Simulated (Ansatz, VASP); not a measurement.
**Ta: VASP beside Ansatz**

```
Ta
1.0
     3.31955    0.00000    0.00000
     0.00000    3.31955    0.00000
     0.00000    0.00000   20.97930
Ta
4
Direct
  0.25000 0.25000 0.38826
  0.75000 0.75000 0.46011
  0.25000 0.25000 0.53989
  0.75000 0.75000 0.61174
```

Alike in both runs: functional PBE; k mesh 12 × 12 × 1; occupations fermi-dirac, width 0.08 eV; no spin polarisation.

Ansatz relaxed the structure, and its values are those at the end. VASP's run is a single point on that final structure, the one shown.

|  | VASP | Ansatz |
| --- | --- | --- |
| version | VASP 6.6.1 | Ansatz 0.2.0 |
| potentials or method | VASP PAW PBE potentials, release 64 (Ta_pv) | PAW with Ansatz's default frozen-core files, scalar-relativistic |
| plane-wave cutoff (eV) | 520 | 420 |
| valence electrons in the cell | 44 | 52 |

Ansatz gave:

| Item | Value |
| --- | --- |
| rms of the force components (eV/Å) | 0.001 |

Question: Which values does VASP return?

Answer: rms of the force components (eV/Å): 0.005.

VASP's potentials hold 44 valence electrons a cell and Ansatz's 52, so a difference there can come from the potentials and not from the codes. Ansatz's warnings: stress scf threshold loose.

Neither program's run includes spin-orbit coupling.
